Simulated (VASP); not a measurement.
# HPbNO4 (P1) in VASP: further runs

The runs below take HPbNO4 through relaxation of cell and atoms, single point, with PBE+D3(BJ), revPBE, HSE06.

Everything below comes from runs of VASP 6.6.1. Logs are shortened: lines on timing, memory, paths and dates and some standing lists are left out, and cuts for length are marked.

## (1) The cell of the first run

The typed cell holds 7 atoms: a = 4.204 Å, b = 4.339 Å, c = 6.729 Å, α = 71.95°, β = 72.29°, γ = 62.23°.

## (2) Relaxation of cell and atoms, PBE+D3(BJ)

INCAR

```
ALGO = Normal
EDIFF = 1E-6
EDIFFG = -0.01
ENCUT = 600
GGA = PE
IBRION = 2
ISIF = 3
ISMEAR = -1
IVDW = 12
LASPH = True
LCHARG = False
LREAL = False
LWAVE = False
NELM = 100
NSW = 60
PREC = Accurate
SIGMA = 0.05
```

KPOINTS

```
k-points
0
Gamma
  5 5 3
```

POSCAR

```
HPbNO4
1.0
    4.2040700000      0.0000000000      0.0000000000
    2.0217200000      3.8395200000      0.0000000000
    2.0468600000      1.2790000000      6.2813200000
H Pb N O
1 1 1 4
Direct
    0.8914500000      0.6820200000      0.6279600000
    0.1442600000      0.9287200000      0.8835200000
    0.2567000000      0.2886100000      0.3017100000
    0.8310800000      0.6505600000      0.7840500000
    0.3869400000      0.2238000000      0.1129500000
    0.3110400000      0.0357600000      0.4585600000
    0.0772600000      0.6063300000      0.3227500000
```

Potentials or basis: VASP PAW PBE potentials, release 64 (H, Pb_d, N, O).

Command:

```console
cat potpaw_PBE.64/H/POTCAR potpaw_PBE.64/Pb_d/POTCAR potpaw_PBE.64/N/POTCAR potpaw_PBE.64/O/POTCAR > POTCAR
mpirun -np 1 vasp_std > vasp.out
```

OUTCAR:

```text
EDIFF = 1E-6
   EDIFFG = -0.01
   ENCUT = 600
   GGA = PE
   IBRION = 2
   ISIF = 3
   ISMEAR = -1
   IVDW = 12
   LASPH = True
   LREAL = False
   NELM = 100
   NSW = 60
   PREC = Accurate
 IVDW          = 12

 ion  position               nearest neighbor table
   1  0.891  0.682  0.628-   4 0.98
   2  0.144  0.929  0.884-   4 2.48   4 2.51   6 2.67   4 2.72   5 2.81   7 2.84   5 2.91   5 2.93

   3  0.257  0.289  0.302-   6 1.25   7 1.26   5 1.28
   4  0.831  0.651  0.784-   1 0.98   2 2.48   2 2.51   2 2.72
   5  0.387  0.224  0.113-   3 1.28   2 2.81   2 2.91   2 2.93
   6  0.311  0.036  0.459-   3 1.25   2 2.67
   7  0.077  0.606  0.323-   3 1.26   2 2.84

  LATTYP: Found a triclinic cell.
 ALAT       =     6.7290755533
 B/A-ratio  =     1.0080441743
 C/A-ratio  =     0.6247618959
 COS(alpha) =     0.0037062124
 COS(beta)  =     0.3041814561
 COS(gamma) =     0.7937730465

  Lattice vectors:

 A1 = (   2.0468600000,   1.2790000000,   6.2813200000)
 A2 = (   0.0251400000,  -2.5605200000,   6.2813200000)
 A3 = (   4.2040700000,   0.0000000000,   0.0000000000)

Analysis of symmetry for initial positions (statically):
=====================================================================
 Subroutine PRICEL returns:
 Original cell was already a primitive cell.

 Routine SETGRP: Setting up the symmetry group for a
 triclinic supercell.

 Subroutine GETGRP returns: Found  1 space group operations
 (whereof  1 operations were pure point group operations)
 out of a pool of  2 trial point group operations.

The static configuration has the point symmetry C_1 .

Analysis of symmetry for dynamics (positions and initial velocities):
=====================================================================
 Subroutine PRICEL returns:
 Original cell was already a primitive cell.

 Routine SETGRP: Setting up the symmetry group for a
 triclinic supercell.

 Subroutine GETGRP returns: Found  1 space group operations
 (whereof  1 operations were pure point group operations)
 out of a pool of  2 trial point group operations.

The dynamic configuration has the point symmetry C_1 .

 Subroutine INISYM returns: Found  1 space group operations
 (whereof  1 operations are pure point group operations),
 and found     1 'primitive' translations

----------------------------------------------------------------------------------------

                                     Primitive cell

  volume of cell :     101.3906

  direct lattice vectors                    reciprocal lattice vectors
     4.204070000  0.000000000  0.000000000     0.237864736 -0.125248962 -0.052008557
     2.021720000  3.839520000  0.000000000     0.000000000  0.260449223 -0.053032572
     2.046860000  1.279000000  6.281320000     0.000000000  0.000000000  0.159202206

  length of vectors
     4.204070000  4.339270168  6.729075553     0.273809834  0.265793626  0.159202206

  position of ions in fractional coordinates (direct lattice)
     0.891450000  0.682020000  0.627960000
     0.144260000  0.928720000  0.883520000
     0.256700000  0.288610000  0.301710000
     0.831080000  0.650560000  0.784050000
     0.386940000  0.223800000  0.112950000
     0.311040000  0.035760000  0.458560000
     0.077260000  0.606330000  0.322750000

  ion indices of the primitive-cell ions
   primitive index   ion index
                 1           1
                 2           2
                 3           3
                 4           4
                 5           5
                 6           6
                 7           7

----------------------------------------------------------------------------------------

 KPOINTS: k-points

Automatic generation of k-mesh.
 Grid dimensions read from file:
 generate k-points for:    5    5    3

 Generating k-lattice:

  Cartesian coordinates                     Fractional coordinates (reciprocal lattice)
     0.047572947 -0.025049792 -0.010401711     0.200000000 -0.000000000  0.000000000
     0.000000000  0.052089845 -0.010606514     0.000000000  0.200000000  0.000000000
     0.000000000  0.000000000  0.053067402     0.000000000  0.000000000  0.333333333

  Length of vectors
     0.054761967  0.053158725  0.053067402

  Shift w.r.t. Gamma in fractional coordinates (k-lattice)
     0.000000000  0.000000000  0.000000000

 Subroutine IBZKPT returns following result:
 ===========================================

 Found     38 irreducible k-points:

 Following reciprocal coordinates:
            Coordinates               Weight
  0.000000  0.000000  0.000000      1.000000
  0.200000 -0.000000  0.000000      2.000000
  0.400000  0.000000  0.000000      2.000000
  0.000000  0.200000  0.000000      2.000000
  0.200000  0.200000  0.000000      2.000000
  0.400000  0.200000  0.000000      2.000000
[... 16 lines left out ...]
 -0.200000  0.200000  0.333333      2.000000
  0.000000  0.400000  0.333333      2.000000
 [... further k-points ...]
   k-points           NKPTS =     38   k-points in BZ     NKDIM =     38   number of bands    NBANDS=     26
   number of dos      NEDOS =    301   number of ions     NIONS =      7
   total plane-waves  NPLWV =  69984
   dimension x,y,z NGX =    36 NGY =   36 NGZ =   54
   dimension x,y,z NGXF=    72 NGYF=   72 NGZF=  108
   ions per type =               1   1   1   4
   NGX,Y,Z   is equivalent  to a cutoff of  14.24, 13.79, 13.34 a.u.
   NGXF,Y,Z  is equivalent  to a cutoff of  28.47, 27.58, 26.68 a.u.
 SYSTEM =  unknown system
   PREC   = accura    normal or accurate (medium, high low for compatibility)
   ISTART =      0    job   : 0-new  1-cont  2-samecut
   ICHARG =      2    charge: 1-file 2-atom 10-const
   ISPIN  =      1    spin polarized calculation?
   LNONCOLLINEAR =      F non collinear calculations
   LSORBIT =      F    spin-orbit coupling
   LASPH  =      T    aspherical Exc in radial PAW
   ENCUT  =  600.0 eV  44.10 Ry    6.64 a.u.   8.40  8.67 13.44*2*pi/ulx,y,z
   NELM   =    100;   NELMIN=  2; NELMDL= -5     # of ELM steps
   EDIFF  = 0.1E-05   stopping-criterion for ELM
   LREAL  =      F    real-space projection
   EDIFFG = -.1E-01   stopping-criterion for IOM
   NSW    =     60    number of steps for IOM
   IBRION =      2    ionic relax: 0-MD 1-quasi-New 2-CG
   NFREE  =      1    steps in history (QN), initial steepest desc. (CG)
   ISIF   =      3    stress and relaxation
   ISYM   =      2    0-nonsym 1-usesym 2-fastsym
   POTIM  = 0.5000    time-step for ionic-motion
   TEBEG  =    0.0;   TEEND  =   0.0 temperature during run
   PSTRESS=    0.0 pullay stress
   NELECT =      44.0000    total number of electrons
   NUPDOWN=      -1.0000    fix difference up-down
   EMIN   =  10.00;   EMAX   =-10.00  energy-range for DOS
   EFERMI =   0.00;   METHOD = LEGACY
   ISMEAR =    -1;   SIGMA  =   0.05  broadening in eV -4-tet -1-fermi 0-gaus
   EFERMI_NEDOS =   21; number of points for ismear=-14 and -15
   IALGO  =     38    algorithm
   IMIX   =      4    mixing-type and parameters
     AMIX     =   0.40;   BMIX     =  1.00
     AMIX_MAG =   1.60;   BMIX_MAG =  1.00
  volume/ion in A,a.u.               =      14.48        97.75
  Fermi-wavevector in a.u.,A,eV,Ry     =   1.239443  2.342207 20.901518  1.536218
  Thomas-Fermi vector in A             =   2.373926
   LORBIT       =      0    0 simple, 1 ext, 2 COOP (PROOUT), +10 PAW based schemes
   GGA     = PE    functional components
   LHFCALC =     F    Hartree Fock is set to
   AEXX    =    0.0000 exact exchange contribution
   IVDW    =    12    specifies the selected vdW correction
   LEPSILON=     F    determine dielectric tensor
   LRPA    =     F    only Hartree local field effects (RPA)
 conjugate gradient relaxation of ions
 non-spin polarized calculation
  energy-cutoff  :      600.00
  volume of cell :      101.39
 maximum number of plane-waves:      3407
 NGX is ok and might be reduce to    36
   NGX = 17   NGY = 17   NGZ = 27

--------------------------------------- Ionic step        1  -------------------------------------------

 number of electron      44.0000003 magnetization

 Free energy of the ion-electron system (eV)
  ---------------------------------------------------
  ext. energy  EPLUGINS =         0.00000000
  ---------------------------------------------------
  free energy    TOTEN  =       -40.44576296 eV

  energy without entropy =      -40.44576296  energy(sigma->0) =      -40.44576296

------------------------ aborting loop because EDIFF is reached ----------------------------------------

 Edisp (eV)   -0.73695

 E8    (eV) :    -0.2612

  FORCE on cell =-STRESS in cart. coord.  units (eV):
  Direction    XX          YY          ZZ          XY          YZ          ZX
  --------------------------------------------------------------------------------------
  -------------------------------------------------------------------------------------
  Total      -0.82103    -0.02826     0.01138    -0.02094    -0.08937     0.00958
  in kB     -12.97398    -0.44659     0.17975    -0.33090    -1.41229     0.15143
  external pressure =       -4.41 kB  Pullay stress =        0.00 kB
[... 112 lines left out ...]
  FREE ENERGIE OF THE ION-ELECTRON SYSTEM (eV)
  ---------------------------------------------------
  free  energy   TOTEN  =       -41.1873974489 eV

  energy  without entropy=      -41.1873974488  energy(sigma->0) =      -41.18739745

[... ionic steps 4 to 34 ...]

--------------------------------------- Ionic step       35  -------------------------------------------

 number of electron      44.0000002 magnetization

------------------------ aborting loop because EDIFF is reached ----------------------------------------

 Edisp (eV)   -0.75610

 E8    (eV) :    -0.2676
[... 79 lines left out ...]
  energy  without entropy=      -41.2012813478  energy(sigma->0) =      -41.20128135

--------------------------------------- Ionic step       37  -------------------------------------------

 number of electron      44.0000002 magnetization

 Free energy of the ion-electron system (eV)
  ---------------------------------------------------
  ext. energy  EPLUGINS =         0.00000000
  ---------------------------------------------------
  free energy    TOTEN  =       -40.44513420 eV

  energy without entropy =      -40.44513420  energy(sigma->0) =      -40.44513420

 E-fermi :   2.2760     XC(G=0):  -8.7767

 val. band max:        1.1354707251   @ k =  -0.2000   0.4000   0.3333
 cond. band min:       3.8744577697   @ k =  -0.2000   0.4000   0.3333
 fundamental gap:      2.7389870446
 Fermi energy:         2.2759749209

 k-point     1 :       0.0000    0.0000    0.0000
  band No.  band energies     occupation
      1     -24.7438      2.00000
      2     -19.3546      2.00000
      3     -19.0619      2.00000
      4     -16.5522      2.00000
      5     -14.1469      2.00000
      6     -14.1314      2.00000
[... 685 lines left out ...]
     25       6.7486      0.00000
     26       8.2472      0.00000

 [... further k-points ...]

------------------------ aborting loop because EDIFF is reached ----------------------------------------

 Edisp (eV)   -0.75615

 E8    (eV) :    -0.2676

  FORCE on cell =-STRESS in cart. coord.  units (eV):
  Direction    XX          YY          ZZ          XY          YZ          ZX
  --------------------------------------------------------------------------------------
  -------------------------------------------------------------------------------------
  Total       0.01803    -0.02774     0.05039    -0.00120    -0.00334     0.00041
  in kB       0.29390    -0.45219     0.82130    -0.01954    -0.05450     0.00666
  external pressure =        0.22 kB  Pullay stress =        0.00 kB
[... 22 lines left out ...]
  FREE ENERGIE OF THE ION-ELECTRON SYSTEM (eV)
  ---------------------------------------------------
  free  energy   TOTEN  =       -41.2012834101 eV

  energy  without entropy=      -41.2012834101  energy(sigma->0) =      -41.20128341

 reached required accuracy - stopping structural energy minimisation
```

Run time: 19 min. Hardware: 1 thread of Intel Xeon 6975P-C (Granite Rapids), shared host; peak memory 0.37 GiB.

Results:

```yaml
Free_energy: -41.2013 eV
Relaxed_volume: 14.04 Å³/atom
Relaxed_cell: a = 4.160 Å, b = 4.265 Å, c = 6.701 Å, α = 72.67°, β = 72.29°, γ = 62.01°
Space_group_after_relaxing_to_0.1_Å: P1 (No. 1)
Energy_gained_by_relaxing: 2.7 meV/atom
Ionic_steps: 37
Pressure_after_relaxing: 0.0 GPa
Largest_force_after_relaxing: 0.009 eV/Å
Band_gap_on_the_k_mesh: 2.74 eV
Dispersion_energy_per_atom: -0.108 eV
```

Forces in eV/Å, atoms in the order of the input:
```
H   -0.001  0.007 -0.001
Pb  -0.001 -0.002  0.003
N   -0.001 -0.006  0.000
O    0.002 -0.001  0.005
O   -0.001  0.002 -0.009
O    0.001  0.005  0.004
O    0.002 -0.005 -0.003
```

Stress tensor (GPa, compression positive):
```
 0.03  0.00  0.00
 0.00 -0.05 -0.01
 0.00 -0.01  0.08
```

Step by step:
| step | energy change (eV) | largest force (eV/Å) | pressure (GPa) | volume (Å³) |
| --- | --- | --- | --- | --- |
| 1 | 0.0000 | 0.4293 | -0.44 | 101.39 |
| 2 | 0.0102 | 0.9217 | -2.50 | 100.81 |
| 3 | -0.0047 | 0.1166 | -1.21 | 101.18 |
| 4 | -0.0115 | 0.1495 | -0.20 | 99.54 |
| 5 | -0.0116 | 0.1650 | -0.10 | 99.40 |
| 6 | -0.0108 | 0.3537 | 0.49 | 98.79 |
| 7 | -0.0125 | 0.1112 | 0.16 | 99.14 |
| 8 | -0.0138 | 0.1079 | 0.08 | 99.08 |
| 9 | -0.0146 | 0.2979 | -0.03 | 98.99 |
| 10 | -0.0150 | 0.2621 | -0.04 | 98.97 |
| 11 | -0.0160 | 0.1539 | -0.09 | 98.92 |
| 12 | -0.0166 | 0.0928 | -0.17 | 98.81 |
| 13 | -0.0166 | 0.0749 | -0.17 | 98.82 |
| 14 | -0.0168 | 0.0561 | -0.14 | 98.79 |
| 15 | -0.0170 | 0.0496 | -0.06 | 98.68 |
| 16 | -0.0169 | 0.1090 | 0.12 | 98.47 |
| 17 | -0.0171 | 0.0596 | 0.02 | 98.59 |
| 18 | -0.0172 | 0.0463 | -0.02 | 98.54 |
| 19 | -0.0173 | 0.0540 | -0.06 | 98.49 |
| 20 | -0.0174 | 0.0460 | -0.02 | 98.43 |
| 21 | -0.0178 | 0.0377 | 0.10 | 98.24 |
| 22 | -0.0176 | 0.0590 | 0.37 | 97.86 |
| 23 | -0.0178 | 0.0332 | 0.20 | 98.11 |
| 24 | -0.0180 | 0.0284 | 0.14 | 98.16 |
| 25 | -0.0182 | 0.0668 | 0.03 | 98.26 |
| 26 | -0.0184 | 0.0328 | -0.01 | 98.30 |
| 27 | -0.0184 | 0.0246 | -0.04 | 98.34 |
| 28 | -0.0184 | 0.0161 | -0.02 | 98.34 |
| 29 | -0.0184 | 0.0268 | 0.00 | 98.33 |
| 30 | -0.0185 | 0.0217 | 0.00 | 98.33 |
| 31 | -0.0185 | 0.0189 | 0.01 | 98.32 |
| 32 | -0.0185 | 0.0204 | 0.01 | 98.32 |
| 33 | -0.0185 | 0.0200 | -0.01 | 98.32 |
| 34 | -0.0185 | 0.0295 | -0.04 | 98.31 |
| 35 | -0.0186 | 0.0159 | -0.01 | 98.31 |
| 36 | -0.0186 | 0.0168 | 0.04 | 98.29 |
| 37 | -0.0186 | 0.0091 | 0.02 | 98.29 |

Final structure:
```
H Pb N O
1.0
     4.16031    0.00031    0.00416
     2.00098    3.76609   -0.02144
     2.03196    1.21641    6.26819
H Pb N O
1 1 1 4
Direct
  0.89592 0.67949 0.62156
  0.13770 0.94072 0.88341
  0.25660 0.28642 0.30476
  0.83306 0.65107 0.77849
  0.38968 0.21807 0.11450
  0.31315 0.02893 0.46084
  0.07262 0.61110 0.32795
```

Caveat: the standard files for N, O and F lose accuracy on very short bonds; spin-orbit coupling is left out, which moves the levels of the heavy elements. A k mesh can miss the band edges.

## (3) Single point, revPBE

INCAR

```
ALGO = Normal
EDIFF = 1E-6
ENCUT = 520
GGA = RE
ISIF = 2
ISMEAR = -1
LASPH = T
LCHARG = F
LREAL = F
LWAVE = F
NBANDS = 31
NELM = 80
PREC = Accurate
SIGMA = 0.05
```

KPOINTS

```
k-points
0
Gamma
  7 7 5
```

POSCAR is that of step 2.

Potentials or basis: VASP PAW PBE potentials, release 64 (H, Pb_d, N, O).

Command:

```console
cat potpaw_PBE.64/H/POTCAR potpaw_PBE.64/Pb_d/POTCAR potpaw_PBE.64/N/POTCAR potpaw_PBE.64/O/POTCAR > POTCAR
mpirun -np 1 vasp_std > vasp.out
```

It took 2.4 min on 1 thread of Intel Xeon 6975P-C (Granite Rapids), shared host; peak memory 0.47 GiB.

Results (log left out):

```
Free energy            : -38.7206 eV
Pressure               : 2.6 GPa
Largest force          : 0.596 eV/Å
Band gap on the k mesh : 2.84 eV (least direct gap 2.86 eV)
```

Forces on the atoms (eV/Å):
```
H    0.000  0.005  0.005
Pb   0.002  0.028  0.003
N    0.002 -0.044 -0.085
O   -0.002 -0.015 -0.009
O    0.014 -0.195 -0.441
O    0.020 -0.367  0.469
O   -0.035  0.587  0.057
```

Stress tensor (GPa, compression positive):
```
 1.38 -0.08  0.01
-0.08  3.28 -0.09
 0.01 -0.09  3.25
```

Levels at points of the mesh, in eV from the valence-band top:
```
           k point  band 20  band 21  band 22  band 23  band 24  band 25
(0.00, 0.00, 0.00)    -1.56    -1.36    -0.73     3.57     4.43     5.54
```

Caveat: the standard files for N, O and F lose accuracy on very short bonds; the PAW data sets were made with another functional, which shifts forces and pressure a little; spin-orbit coupling is left out, which moves the levels of the heavy elements.

(Part 1 of 2 ends here.)
